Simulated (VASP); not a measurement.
# GaAs (F-43m) in VASP: further runs

GaAs is run at these levels: PBEsol; tasks: vibrations by perturbation theory.

Everything below comes from runs of VASP 6.6.1. Logs are shortened: lines on timing, memory, paths and dates and some standing lists are left out, and cuts for length are marked.

## (1) The cell of the first run

It takes space group F-43m (No. 216, cubic). Conventional cell: a = 5.608 Å, b = 5.608 Å, c = 5.608 Å, α = 90.00°, β = 90.00°, γ = 90.00°. Ga (site symmetry -43m) has 4 As at 2.43 Å within 3.2 Å. Within 3.2 Å of As (site symmetry -43m) lie 4 Ga at 2.43 Å.

## (2) Vibrations by perturbation theory, PBEsol

INCAR reads:

```
SYSTEM = GaAs
PREC = Accurate
ENCUT = 520
EDIFF = 1E-8
ISMEAR = 0
SIGMA = 0.01
LREAL = .False.
LASPH = .True.
NELM = 80
ALGO = Normal
ISIF = 2
LWAVE = .False.
LCHARG = .True.
GGA = PS
NBANDS = 16
IBRION = 8
NSW = 1
```

KPOINTS reads:

```
regular mesh
0
Gamma
  8 8 8
  0 0 0
```

POSCAR reads:

```
GaAs
1.0
    2.8037835605      2.8037835605      0.0000000000
   -2.8037835605      2.8037835605      0.0000000000
    0.0000000000      2.8037835605      2.8037835605
Ga As
1 1
Direct
    0.0000000000      0.0000000000      0.0000000000
    0.7500000000      0.2500000000      0.5000000000
```

Potentials or basis: VASP PAW PBE potentials, release 64 (Ga_d, As).

Launch:

```bash
$ cat potpaw_PBE.64/Ga_d/POTCAR potpaw_PBE.64/As/POTCAR > POTCAR
$ mpirun -np 1 vasp_std > vasp.out
```

OUTCAR:

```text
SYSTEM = GaAs
   PREC = Accurate
   ENCUT = 520
   EDIFF = 1E-8
   ISMEAR = 0
   LREAL = .False.
   LASPH = .True.
   NELM = 80
   ISIF = 2
   GGA = PS
   IBRION = 8
   NSW = 1

 ion  position               nearest neighbor table
   1  0.000  0.000  0.000-   2 2.43   2 2.43   2 2.43   2 2.43
   2  0.750  0.250  0.500-   1 2.43   1 2.43   1 2.43   1 2.43

  LATTYP: Found a face centered cubic cell.
 ALAT       =     5.6075671210

  Lattice vectors:

 A1 = (   0.0000000000,   2.8037835605,   2.8037835605)
 A2 = (   2.8037835605,   0.0000000000,   2.8037835605)
 A3 = (   2.8037835605,   2.8037835605,   0.0000000000)

Analysis of symmetry for initial positions (statically):
=====================================================================
 Subroutine PRICEL returns:
 Original cell was already a primitive cell.

 Routine SETGRP: Setting up the symmetry group for a
 face centered cubic supercell.

 Subroutine GETGRP returns: Found 24 space group operations
 (whereof 24 operations were pure point group operations)
 out of a pool of 48 trial point group operations.

The static configuration has the point symmetry T_d .

Analysis of symmetry for dynamics (positions and initial velocities):
=====================================================================
 Subroutine PRICEL returns:
 Original cell was already a primitive cell.

 Routine SETGRP: Setting up the symmetry group for a
 face centered cubic supercell.

 Subroutine GETGRP returns: Found 24 space group operations
 (whereof 24 operations were pure point group operations)
 out of a pool of 48 trial point group operations.

The dynamic configuration has the point symmetry T_d .

 Subroutine INISYM returns: Found 24 space group operations
 (whereof 24 operations are pure point group operations),
 and found     1 'primitive' translations

----------------------------------------------------------------------------------------

                                     Primitive cell

  volume of cell :      44.0822

  direct lattice vectors                    reciprocal lattice vectors
     2.803783560  2.803783560  0.000000000     0.178330456  0.178330456 -0.178330456
    -2.803783560  2.803783560  0.000000000    -0.178330456  0.178330456 -0.178330456
     0.000000000  2.803783560  2.803783560     0.000000000  0.000000000  0.356660911

  length of vectors
     3.965148737  3.965148737  3.965148737     0.308877410  0.308877410  0.356660911

  position of ions in fractional coordinates (direct lattice)
     0.000000000  0.000000000  0.000000000
     0.750000000  0.250000000  0.500000000

  ion indices of the primitive-cell ions
   primitive index   ion index
                 1           1
                 2           2

----------------------------------------------------------------------------------------

 KPOINTS: regular mesh

Automatic generation of k-mesh.
 Grid dimensions read from file:
 generate k-points for:    8    8    8

 Generating k-lattice:

  Cartesian coordinates                     Fractional coordinates (reciprocal lattice)
     0.022291307  0.022291307 -0.022291307     0.125000000  0.000000000  0.000000000
    -0.022291307  0.022291307 -0.022291307     0.000000000  0.125000000  0.000000000
     0.000000000  0.000000000  0.044582614     0.000000000  0.000000000  0.125000000

  Length of vectors
     0.038609676  0.038609676  0.044582614

[... 76 lines left out ...]
  Thomas-Fermi vector in A             =   2.349955
   LORBIT       =      0    0 simple, 1 ext, 2 COOP (PROOUT), +10 PAW based schemes
   GGA     = PS    functional components
   LHFCALC =     F    Hartree Fock is set to
   AEXX    =    0.0000 exact exchange contribution
   IVDW    =     0    specifies the selected vdW correction
   LEPSILON=     F    determine dielectric tensor
   LRPA    =     F    only Hartree local field effects (RPA)
 non-spin polarized calculation
 Gauss-broadening in eV      SIGMA  =   0.01
  energy-cutoff  :      520.00
  volume of cell :       44.08
 maximum number of plane-waves:      1243
 NGX is ok and might be reduce to    30
   NGX = 15   NGY = 15   NGZ = 15

--------------------------------------- Ionic step        1  -------------------------------------------

 number of electron      18.0000012 magnetization

 Free energy of the ion-electron system (eV)
  ---------------------------------------------------
  ext. energy  EPLUGINS =         0.00000000
  ---------------------------------------------------
  free energy    TOTEN  =        -9.07872200 eV

  energy without entropy =       -9.07872200  energy(sigma->0) =       -9.07872200

 E-fermi :   4.1137     XC(G=0):  -9.8826

 val. band max:        4.0395866473   @ k =   0.0000   0.0000   0.0000
 cond. band min:       4.6805230769   @ k =   0.0000   0.0000   0.0000
 fundamental gap:      0.6409364296
 Fermi energy:         4.1137398690

 k-point     1 :       0.0000    0.0000    0.0000
  band No.  band energies     occupation
      1     -10.7837      2.00000
      2     -10.7837      2.00000
      3     -10.7837      2.00000
      4     -10.6974      2.00000
      5     -10.6974      2.00000
      6      -8.8933      2.00000
[... 433 lines left out ...]
      3     -10.7482      2.00000
      4     -10.7025      2.00000
      5     -10.6937      2.00000
      6      -6.6780      2.00000
[... 8 lines left out ...]
     15      15.6098      0.00000
     16      16.2363      0.00000

 [... further k-points ...]

------------------------ aborting loop because EDIFF is reached ----------------------------------------

  FORCE on cell =-STRESS in cart. coord.  units (eV):
  Direction    XX          YY          ZZ          XY          YZ          ZX
  --------------------------------------------------------------------------------------
  -------------------------------------------------------------------------------------
  Total        0.6020633      0.6020633      0.6020633      0.0000000     -0.0000000      0.0000000
  in kB       21.8821141     21.8821141     21.8821141      0.0000000     -0.0000000      0.0000000
  external PRESSURE =      21.8821141 kB  Pullay stress =       0.0000000 kB

 VOLUME and BASIS-vectors are now :
 -----------------------------------------------------------------------------
  energy-cutoff  :      520.00
  volume of cell :       44.08
      direct lattice vectors                 reciprocal lattice vectors
     2.803783560  2.803783560  0.000000000     0.178330456  0.178330456 -0.178330456
    -2.803783560  2.803783560  0.000000000    -0.178330456  0.178330456 -0.178330456
     0.000000000  2.803783560  2.803783560     0.000000000  0.000000000  0.356660911

 POSITION                                       TOTAL-FORCE (eV/Angst)
 -----------------------------------------------------------------------------------
      0.00000      0.00000      0.00000         0.000000      0.000000      0.000000
      1.40189      4.20568      1.40189        -0.000000     -0.000000      0.000000
 -----------------------------------------------------------------------------------
    total drift:                                0.000000     -0.000000      0.000000

  FREE ENERGIE OF THE ION-ELECTRON SYSTEM (eV)
  ---------------------------------------------------
  free  energy   TOTEN  =        -9.0787219993 eV

  energy  without entropy=       -9.0787219993  energy(sigma->0) =       -9.07872200

[... ionic steps 2 to 3 ...]

--------------------------------------- Ionic step        4  -------------------------------------------

------------------------ aborting loop because EDIFF is reached ----------------------------------------

[... ionic steps 5 to 6 ...]

--------------------------------------- Ionic step        7  -------------------------------------------

 Free energy of the ion-electron system (eV)
  ---------------------------------------------------
  ---------------------------------------------------
  free energy    TOTEN  =        -0.04368861 eV

  energy without entropy =       -0.04368861

------------------------ aborting loop because EDIFF is reached ----------------------------------------

 INTERNAL STRAIN TENSOR  FOR ION    2  DIRECTION 1   (eV/Angst):
 -----------------------------------------------------------------------------
     0.00764  0.00000  0.00000
     0.00000 -0.00672  8.00970
     0.00000  8.00970 -0.00672

 INTERNAL STRAIN TENSOR FOR ION    2 for displacements in x,y,z  (eV/Angst):
          X           Y           Z          XY          YZ          ZX
  --------------------------------------------------------------------------------
  x     0.00000     0.00000     0.00000     0.00000     8.00970     0.00000
  y     0.00000     0.00000     0.00000     0.00000     0.00000     8.00970
  z     0.00000     0.00000     0.00000     8.00970     0.00000     0.00000

 SECOND DERIVATIVES (NOT SYMMETRIZED)
 ------------------------------------
               1X          1Y          1Z          2X          2Y          2Z
  1X    -9.910246    0.000000   -0.000000    9.910246   -0.000000    0.000000
  1Y    -0.000000   -9.910246    0.000000    0.000000    9.910246   -0.000000
  1Z    -0.000000    0.000000   -9.910246    0.000000   -0.000000    9.910246
  2X     9.860344    0.000000    0.000000   -9.860344    0.000000    0.000000
  2Y     0.000000    9.860344    0.000000    0.000000   -9.860344    0.000000
  2Z     0.000000    0.000000    9.860344    0.000000    0.000000   -9.860344

 Eigenvectors and eigenvalues of the dynamical matrix
 ----------------------------------------------------

   1 f  =    8.179459 THz    51.393058 2PiTHz  272.837389 cm-1    33.827510 meV
             X         Y         Z           dx          dy          dz
      0.000000  0.000000  0.000000    -0.000000    0.720577    0.000000
      1.401892  4.205675  1.401892    -0.000000   -0.693374    0.000000
[... 21 lines left out ...]
   6 f/i=    0.010315 THz     0.064812 2PiTHz    0.344078 cm-1     0.042660 meV
             X         Y         Z           dx          dy          dz
      0.000000  0.000000  0.000000    -0.000000    0.000000   -0.693374
      1.401892  4.205675  1.401892     0.000000    0.000000   -0.720577

--------------------------------------------------------------------------------------------------------

 ELASTIC MODULI CONTR FROM IONIC RELAXATION (kBar)
 Direction    XX          YY          ZZ          XY          YZ          ZX
 --------------------------------------------------------------------------------
 XX          -0.0000      0.0000     -0.0000     -0.0000      0.0000      0.0000
 YY           0.0000     -0.0000      0.0000     -0.0000      0.0000      0.0000
 ZZ          -0.0000      0.0000     -0.0000      0.0000      0.0000      0.0000
 XY          -0.0000     -0.0000      0.0000   -233.9599      0.0000      0.0000
 YZ           0.0000      0.0000      0.0000      0.0000   -233.9599     -0.0000
 ZX           0.0000      0.0000      0.0000      0.0000     -0.0000   -233.9599
 --------------------------------------------------------------------------------
```

Run time: 3.9 min. Hardware: 1 thread of Intel Xeon Platinum 8375C at 2.90GHz (Ice Lake), shared host; peak memory 0.3 GiB.

What came out:

```
Highest phonon frequency at Γ, LO-TO splitting left out : 273 cm⁻¹
```

Phonon frequencies in cm⁻¹ (negative: imaginary):
```
              q point        frequencies
(0.000, 0.000, 0.000)  0 0 0 273 273 273
```

Caveat: the cell wasn't relaxed at this level first, which shifts response properties; the PAW data sets were made with another functional, which shifts forces and pressure a little.

## (3) Vibrations by perturbation theory, PBEsol

This run uses another cell than the first one, of 22.64 Å³/atom, 1.027 times its volume.

INCAR reads:

```
SYSTEM = GaAs
ALGO = Normal ; EDIFF = 1E-8
ENCUT = 520 ; GGA = PS
IBRION = 8 ; ISIF = 2
ISMEAR = 0 ; LASPH = .TRUE.
LCHARG = .TRUE. ; LREAL = .FALSE.
LWAVE = .FALSE. ; NBANDS = 16
NELM = 100 ; NSW = 1
PREC = Accurate ; SIGMA = 0.01
```

KPOINTS reads:

```
k-points
0
G
  8 8 8
  0 0 0
```

POSCAR reads:

```
GaAs
1.0
    2.8291472884      2.8291472884      0.0000000000
   -2.8291472884      2.8291472884      0.0000000000
    0.0000000000      2.8291472884      2.8291472884
Ga As
1 1
Direct
    0.0000000000      0.0000000000      0.0000000000
    0.7500000000      0.2500000000      0.5000000000
```

Potentials or basis: VASP PAW PBE potentials, release 64 (Ga_d, As).

Launch:

```bash
$ cat potpaw_PBE.64/Ga_d/POTCAR potpaw_PBE.64/As/POTCAR > POTCAR
$ mpirun -np 1 vasp_std > vasp.out
```

OUTCAR:

```text
SYSTEM = GaAs
   EDIFF = 1E-8
   ENCUT = 520
   GGA = PS
   IBRION = 8
   ISIF = 2
   ISMEAR = 0
   LASPH = .TRUE.
   LREAL = .FALSE.
   NELM = 100
   NSW = 1
   PREC = Accurate

 ion  position               nearest neighbor table
   1  0.000  0.000  0.000-   2 2.45   2 2.45   2 2.45   2 2.45
   2  0.750  0.250  0.500-   1 2.45   1 2.45   1 2.45   1 2.45

  LATTYP: Found a face centered cubic cell.
 ALAT       =     5.6582945768

  Lattice vectors:

 A1 = (   0.0000000000,   2.8291472884,   2.8291472884)
 A2 = (   2.8291472884,   0.0000000000,   2.8291472884)
 A3 = (   2.8291472884,   2.8291472884,   0.0000000000)

Analysis of symmetry for initial positions (statically):
=====================================================================
 Subroutine PRICEL returns:
 Original cell was already a primitive cell.

 Routine SETGRP: Setting up the symmetry group for a
 face centered cubic supercell.

 Subroutine GETGRP returns: Found 24 space group operations
 (whereof 24 operations were pure point group operations)
 out of a pool of 48 trial point group operations.

The static configuration has the point symmetry T_d .

Analysis of symmetry for dynamics (positions and initial velocities):
=====================================================================
 Subroutine PRICEL returns:
 Original cell was already a primitive cell.

 Routine SETGRP: Setting up the symmetry group for a
 face centered cubic supercell.

 Subroutine GETGRP returns: Found 24 space group operations
 (whereof 24 operations were pure point group operations)
[... 642 lines left out ...]
    total drift:                                0.000001     -0.000000     -0.000000

  FREE ENERGIE OF THE ION-ELECTRON SYSTEM (eV)
  ---------------------------------------------------
  free  energy   TOTEN  =        -9.0874405988 eV

  energy  without entropy=       -9.0874405988  energy(sigma->0) =       -9.08744060

[... ionic steps 2 to 3 ...]

--------------------------------------- Ionic step        4  -------------------------------------------

------------------------ aborting loop because EDIFF is reached ----------------------------------------

[... ionic steps 5 to 6 ...]

--------------------------------------- Ionic step        7  -------------------------------------------

 Free energy of the ion-electron system (eV)
  ---------------------------------------------------
  ---------------------------------------------------
  free energy    TOTEN  =        -0.04367949 eV

  energy without entropy =       -0.04367949

------------------------ aborting loop because EDIFF is reached ----------------------------------------

 INTERNAL STRAIN TENSOR  FOR ION    2  DIRECTION 1   (eV/Angst):
 -----------------------------------------------------------------------------
     0.00554  0.00000  0.00000
     0.00000 -0.00610  6.97879
     0.00000  6.97879 -0.00610

 INTERNAL STRAIN TENSOR FOR ION    2 for displacements in x,y,z  (eV/Angst):
          X           Y           Z          XY          YZ          ZX
  --------------------------------------------------------------------------------
  x    -0.00000     0.00000     0.00000     0.00000     6.97879     0.00000
  y     0.00000     0.00000     0.00000     0.00000     0.00000     6.97879
  z     0.00000     0.00000    -0.00000     6.97879     0.00000     0.00000

 SECOND DERIVATIVES (NOT SYMMETRIZED)
 ------------------------------------
               1X          1Y          1Z          2X          2Y          2Z
  1X    -9.175903    0.000000    0.000000    9.175903    0.000000    0.000000
  1Y     0.000000   -9.175903    0.000000    0.000000    9.175903    0.000000
  1Z     0.000000    0.000000   -9.175903    0.000000    0.000000    9.175903
  2X     9.235451    0.000000    0.000000   -9.235451    0.000000    0.000000
  2Y     0.000000    9.235451    0.000000    0.000000   -9.235451    0.000000
  2Z     0.000000    0.000000    9.235451    0.000000    0.000000   -9.235451

 Eigenvectors and eigenvalues of the dynamical matrix
 ----------------------------------------------------

   1 f  =    7.892469 THz    49.589848 2PiTHz  263.264441 cm-1    32.640616 meV
             X         Y         Z           dx          dy          dz
      0.000000  0.000000  0.000000     0.000000    0.718579    0.000000
      1.414574  4.243721  1.414574     0.000000   -0.695445    0.000000
[... 21 lines left out ...]
   6 f/i=    0.012757 THz     0.080152 2PiTHz    0.425514 cm-1     0.052757 meV
             X         Y         Z           dx          dy          dz
      0.000000  0.000000  0.000000     0.000000    0.000000   -0.695445
      1.414574  4.243721  1.414574     0.000000    0.000000   -0.718579

--------------------------------------------------------------------------------------------------------

 ELASTIC MODULI CONTR FROM IONIC RELAXATION (kBar)
 Direction    XX          YY          ZZ          XY          YZ          ZX
 --------------------------------------------------------------------------------
 XX          -0.0000      0.0000      0.0000      0.0000     -0.0000     -0.0000
 YY           0.0000     -0.0000      0.0000      0.0000      0.0000      0.0000
 ZZ           0.0000      0.0000     -0.0000     -0.0000      0.0000     -0.0000
 XY           0.0000      0.0000     -0.0000   -185.3631     -0.0000      0.0000
 YZ          -0.0000      0.0000      0.0000     -0.0000   -185.3631     -0.0000
 ZX          -0.0000      0.0000     -0.0000      0.0000     -0.0000   -185.3631
 --------------------------------------------------------------------------------
```

stdout:

```text
POSCAR found type information on POSCAR GaAs
 POSCAR found :  2 types and       2 ions
 scaLAPACK will be used
 -----------------------------------------------------------------------------
|                                                                             |
|                                                                             |
|     You enforced a specific xc type in the INCAR file but a different       |
|     I HOPE YOU KNOW WHAT YOU ARE DOING!                                     |
|                                                                             |
 -----------------------------------------------------------------------------

 LDA part: xc-table for (Slater+PW92), standard interpolation
 POSCAR, INCAR and KPOINTS ok, starting setup
 FFT: planning ... GRIDC
 FFT: planning ... GRID_SOFT
 FFT: planning ... GRID
 WAVECAR not read
 entering main loop
 Linear response reoptimize wavefunctions to high precision
 Linear response DOF=           2
 Linear response progress:
 first order change of Fermi-energy   0.20019E-04
 force on displaced ion       1 direction 1 :  -9.176   0.000   0.000
 Linear response progress:
 first order change of Fermi-energy  -0.89248E-04
 force on displaced ion       2 direction 1 :  -9.235   0.000  -0.000
 Linear response finished
```

Wall time 4.1 min (1 thread of Intel Xeon Platinum 8375C at 2.90GHz (Ice Lake), shared host); peak memory 0.3 GiB.

What came out:

* Highest phonon frequency at Γ, LO-TO splitting left out: 263 cm⁻¹

Phonon frequencies in cm⁻¹ (negative: imaginary):
```csv
q point,frequencies
"(0.000, 0.000, 0.000)",0 0 0 263 263 263
```

Caveat: the PAW data sets were made with another functional, which shifts forces and pressure a little.

(Part 1 of 2 ends here.)
